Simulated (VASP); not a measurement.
Crystal: In.

```
In
1.0
    -1.86989    1.86989    1.86989
     1.86989   -1.86989    1.86989
     1.86989    1.86989   -1.86989
In
1
Direct
  0.00000 0.00000 0.00000
```

This cell differs from its parent crystal: volume scaled by 0.98.

Base run:

| Property | Result |
| --- | --- |
| Program | VASP 6.6.1 |
| Functional | PBEsol |
| Potentials or basis | VASP PAW PBE potentials, release 64 (In_d) |
| Cutoff | 520 eV |
| k mesh | 10 × 10 × 10 |
| Occupations | fermi-dirac, width 0.05 eV |
| Spin | no spin polarisation |

Its results: pressure -0.6 GPa.

Question: The run is repeated on the same cell with these changes: functional from PBEsol to r2SCAN; further incar settings from ALGO = Fast; EDIFF = 1e-06; NBANDS = 12 to ALGO = Normal; EDIFF = 1e-07; NBANDS = 12. What comes out?

Answer: Pressure 0.7 GPa.

Caveats: the PAW data sets were made with another functional, which shifts forces and pressure a little.
